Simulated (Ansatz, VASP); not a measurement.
# FePt in VASP and in Ansatz

```xyz
2
Lattice="2.6679 0.0000 0.0000 0.0000 2.6679 0.0000 0.0000 0.0000 3.6441" Properties=species:S:1:pos:R:3 pbc="T T T"
Pt    1.3340    1.3340    1.8220
Fe    0.0000    0.0000    0.0000
```

Change from the starting cell: volume scaled by 0.94.

Alike in both runs: task single point; functional LDA; k mesh 10 × 10 × 7; occupations fermi-dirac, width 0.05 eV; collinear spin.

```csv
,VASP,Ansatz
version,VASP 6.6.1,Ansatz 0.2.0
potentials or method,"VASP PAW LDA potentials, release 64 (Pt, Fe), cutoff 520 eV","all-electron LAPW, scalar-relativistic"
```

Ansatz gave:

| Quantity | Value |
| --- | --- |
| gap on the k mesh at the Fermi level (eV) | none |
| pressure (GPa) | 1.5 |
| traceless stress, the component that is largest in VASP (GPa) | 0.60 |
| net moment per atom (μB) | 1.58 |
| size of the moment on the site where the two differ most (μB) | 2.79 |

Question: Estimate VASP's values.

Answer: gap on the k mesh at the Fermi level (eV): none; pressure (GPa): 1.4; traceless stress, the component that is largest in VASP (GPa): 0.65; net moment per atom (μB): 1.56; size of the moment on the site where the two differ most (μB): 2.70.

LDA's correlation is that of Perdew and Zunger in VASP and of Perdew and Wang (1992) in Ansatz. Site moments also hang on the region over which each program counts them. A gap of «none» marks a metal or a gap that the smearing closes. Ansatz ran all-electron here, and VASP with PAW potentials.

Spin-orbit coupling is off throughout.
